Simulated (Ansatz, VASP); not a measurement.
## One calculation of TlBr, two programs

File POSCAR:

```
TlBr
1.0
    3.9949064284      0.0000000000      0.0000000000
    0.0000000000      3.9949064284      0.0000000000
    0.0000000000      0.0000000000      3.9949064284
Tl Br
1 1
Direct
    0.0000000000      0.0000000000      0.0000000000
    0.5000000000      0.5000000000      0.5000000000
```

INCAR.step1

```
SYSTEM = TlBr
  PREC = Accurate
  ENCUT = 550
  ISMEAR = 0
  SIGMA = 0.01
  LREAL = .False.
  LASPH = .True.
  NELM = 120
  NBANDS = 17
  GGA = PE
  ALGO = Normal
  EDIFF = 1E-5
  LWAVE = .True.
  LCHARG = .False.
  GGA_COMPAT = .False.
```

File INCAR.step2:

```
SYSTEM = TlBr
  PREC = Accurate
  ENCUT = 550
  EDIFF = 1E-6
  ISMEAR = 0
  SIGMA = 0.01
  LREAL = .False.
  LASPH = .True.
  NELM = 120
  ALGO = Normal
  ISIF = 2
  LWAVE = .False.
  LCHARG = .True.
  METAGGA = R2SCAN
  LMIXTAU = .True.
  LELF = .True.
  LVHAR = .True.
  NBANDS = 17
  ISTART = 1
  GGA_COMPAT = .False.
```

Contents of KPOINTS:

```
regular mesh
0
Gamma
  6 6 6
  0 0 0
```

Input for Ansatz:

```yaml
crystal:
  lattice:
    - [3.9949064284, 0.0, 0.0]
    - [0.0, 3.9949064284, 0.0]
    - [0.0, 0.0, 3.9949064284]
  atoms:
    - { symbol: Tl, position: [0.0, 0.0, 0.0] }
    - { symbol: Br, position: [0.5, 0.5, 0.5] }
kpoints:
  mp_grid: { grid: [6, 6, 6] }
hamiltonian:
  xc: r2scan
scf:
  occupations: { method: fixed }
output:
  optics:
    e_range: [0, 14]
    de: 0.05
    sigma: 0.1
    bands: { spectra_wanted_up_to: 14 }
  write_density: true
  write_potential: true
  elf: true
  volumetric_format: npy
```

Alike in both runs: task single point; functional r2SCAN; k mesh 6 × 6 × 6; no spin polarisation.

```csv
,VASP,Ansatz
version,VASP 6.6.1,Ansatz 0.2.0
potentials or method,"VASP PAW PBE potentials, release 64 (Tl_d, Br)","plane waves, PAW"
plane-wave cutoff (eV),550,500
occupations,"gaussian, width 0.01 eV",fixed
valence electrons in the cell,20,20
```

```csv
,VASP,Ansatz,Ansatz less VASP
gap on the k mesh at the Fermi level (eV),2.33,2.33,-0.006
```

VASP's potentials were made for PBE, not for r2SCAN.

Neither program's run includes spin-orbit coupling.
